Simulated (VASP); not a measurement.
Runs of VASP 6.6.1 on Sn2Ir. The structure is that of space group Fm-3m (No. 225), or close to it. The cells are those of the table. 

```tsv
task	cell	k mesh for the DOS	occupations for the DOS	gap on the mesh (eV)	pressure (GPa)
single point	a = 4.497 Å, angles 60.0°, 3 atoms	-	-	none	-3.1
electric field gradients	a = 4.497 Å, angles 60.0°, 3 atoms	-	-	none	-3.0
single point	a = 4.452 Å, angles 60.0°, 3 atoms	-	-	none	0.9
electric field gradients	a = 4.482 Å, angles 60.0°, 3 atoms	-	-	none	-1.8
electric field gradients	a = 4.390 Å, angles 60.0°, 3 atoms	-	-	none	(a)
single point	a = 4.390 Å, angles 60.0°, 3 atoms	-	-	none	(b)
single point	a = 4.541 Å, angles 60.0°, 3 atoms	-	-	none	-6.3
electric field gradients	a = 4.452 Å, angles 60.0°, 3 atoms	-	-	none	0.9
electric field gradients	a = 4.541 Å, angles 60.0°, 3 atoms	-	-	none	-6.3
```

Alike in all rows: level LDA; potentials or basis VASP PAW LDA potentials, release 64 (Sn_d, Ir); no spin polarisation; k mesh 10 × 10 × 10; cutoff (eV) 520; smearing fermi-dirac 0.03 eV.

**Question.** Estimate the missing entries.

**Answer.** (a) 7.5; (b) 7.4.

Caveats: spin-orbit coupling is left out, which moves the levels of the heavy elements.

A k mesh can miss the band edges, and the runs leave out spin-orbit coupling on Ir, Sn.

A gap of «none» marks levels without a gap at the run's occupations.
